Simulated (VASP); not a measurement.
A run of VASP 6.6.1:

INCAR

```
PREC = Accurate
ENCUT = 520
EDIFF = 1E-7
ISMEAR = 0
SIGMA = 0.15
LREAL = False
LASPH = True
NELM = 80
ALGO = Normal
ISIF = 2
LWAVE = False
LCHARG = False
GGA = CA
NBANDS = 26
```

KPOINTS

```
regular mesh
0
Gamma
  10 10 8
```

Contents of POSCAR:

```
Si
1.0
    4.3245302618     -2.3129710846      0.0000000000
    4.3245302618      2.3129710846      0.0000000000
    0.0000000000      0.0000000000      5.4608395773
Si
8
Direct
    0.5000000000      0.5000000000      0.7705063100
    0.5000000000      0.5000000000      0.2294936900
    1.0000000000      0.0000000000      0.2705063100
    0.0000000000      1.0000000000      0.7294936900
    0.7262158274      0.7262158274      0.5000000000
    0.2262158274      0.2262158274      0.0000000000
    0.2737841726      0.2737841726      0.5000000000
    0.7737841726      0.7737841726      0.0000000000
```

Potentials or basis: VASP PAW LDA potentials, release 64 (Si).

Command:

```sh
$ cat potpaw_LDA.64/Si/POTCAR > POTCAR
$ mpirun -np 1 vasp_std > vasp.out
```

Hardware: 1 thread of Intel(R) Xeon(R) Platinum 8375C CPU @ 2.90GHz (Ice Lake), on a shared host.

Task: How long does it take, and how much memory?

Result: Wall time 4.9 min on 1 thread of Intel(R) Xeon(R) Platinum 8375C CPU @ 2.90GHz (Ice Lake), with other jobs on the host, peak memory 0.38 GiB. Counts: scf iterations 13, k points 155.
